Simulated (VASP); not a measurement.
A run of VASP 6.6.1:

Contents of INCAR:

```
SYSTEM = BiTe2
PREC = Accurate
ENCUT = 600
EDIFF = 1E-6
ISMEAR = 0
SIGMA = 0.1
LREAL = .FALSE.
LASPH = .TRUE.
NELM = 80
ALGO = Normal
ISIF = 3
LWAVE = .FALSE.
LCHARG = .FALSE.
GGA = PE
IBRION = 2
NSW = 90
EDIFFG = -0.04
```

File KPOINTS:

```
Automatic mesh
0
G
  4 4 4
  0 0 0
```

The input POSCAR:

```
BiTe2
1.0
   -2.7174113059      2.7174113059      6.8305022892
    2.7174113059     -2.7174113059      6.8305022892
    2.7174113059      2.7174113059     -6.8305022892
Bi Te
2 4
Direct
    0.0000000000      0.0000000000      0.0000000000
    0.7500000000      0.2500000000      0.5000000000
    0.2066000000      0.2066000000      0.0000000000
    0.9566000000      0.4566000000      0.5000000000
    0.5434000000      0.0434000000      0.5000000000
    0.7934000000      0.7934000000      0.0000000000
```

Potentials or basis: VASP PAW PBE potentials, release 64 (Bi_d, Te).

Command:

```bash
$ cat potpaw_PBE.64/Bi_d/POTCAR potpaw_PBE.64/Te/POTCAR > POTCAR
$ mpirun -np 1 vasp_std > vasp.out
```

Hardware: 1 thread of AMD EPYC 9R45 96-Core Processor (Zen 5) (shared host).

Estimate the wall time of this run.

It took 8.2 min on 1 thread of AMD EPYC 9R45 96-Core Processor (Zen 5), on a shared host, peak memory 0.62 GiB. Counts: scf iterations 65, k points 13, ion steps 6.
